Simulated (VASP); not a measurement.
Runs of VASP 6.6.1 on EuS. The structure is that of space group Fm-3m (No. 225), or close to it. The cells are those of the table. 

```tsv
task	level	U	cell	gap on the mesh (eV)	pressure (GPa)	moment (μB)	relaxed volume (Å³/atom)
single point	PBE	-	a = 4.140 Å, angles 60.0°, 2 atoms	none	-0.3	6.96	-
single point	PBEsol+D3(BJ)	-	a = 4.268 Å, angles 60.0°, 2 atoms	none	-8.9	(b)	-
relaxation of cell and atoms	PBE+D3(BJ)	-	relaxed from a = 4.212 Å, angles 60.0°, 2 atoms	none	0.0	6.94	23.81
relaxation of cell and atoms	PBE	-	relaxed from a = 4.212 Å, angles 60.0°, 2 atoms	none	0.0	6.96	24.90
relaxation of cell and atoms	BLYP+D3(BJ)	-	relaxed from a = 4.212 Å, angles 60.0°, 2 atoms	none	0.0	6.94	(a)
single point	PBE+D4	-	a = 4.083 Å, angles 60.0°, 2 atoms	none	-0.3	6.95	-
relaxation of cell and atoms	PBE+D4	-	relaxed from a = 4.212 Å, angles 60.0°, 2 atoms	none	0.0	6.94	23.94
relaxation of cell and atoms	PBE+U	Eu f U = 4.0 eV	relaxed from a = 4.212 Å, angles 60.0°, 2 atoms	none	0.0	7.00	(d)
relaxation of cell and atoms	LDA	-	relaxed from a = 4.212 Å, angles 60.0°, 2 atoms	none	0.0	6.87	(c)
single point	PBEsol+D3(BJ)	-	a = 4.295 Å, angles 60.0°, 2 atoms	none	-9.4	6.99	-
relaxation of cell and atoms	PBEsol+D3(BJ)	-	relaxed from a = 4.212 Å, angles 60.0°, 2 atoms	none	0.0	6.88	22.36
single point	LDA	-	a = 3.999 Å, angles 60.0°, 2 atoms	none	0.0	6.87	-
```

Alike in all rows: potentials or basis VASP PAW PBE potentials, release 64 (Eu, S); spin collinear, ferromagnetic start; k mesh 8 × 8 × 8; cutoff (eV) 600; smearing fermi-dirac 0.05 eV.

Task: Estimate the missing entries.

Result: (a) 24.15; (b) 6.98; (c) 22.59; (d) 26.47.

Caveats: spin-orbit coupling is left out, which moves the levels of the heavy elements; a cell with one magnetic atom can't hold antiferromagnetic order, which such compounds often take; semilocal functionals describe open f shells poorly, which spoils levels, moments and volumes (at least some runs); the PAW data sets were made with another functional, which shifts forces and pressure a little (at least some runs); the cell stands under tension (at least some runs); the volume moved by over 15 % at a fixed basis, so the end points are rough (at least some runs).

A k mesh can miss the band edges, and the runs leave out spin-orbit coupling on Eu.

A gap of «none» marks levels without a gap at the run's occupations.
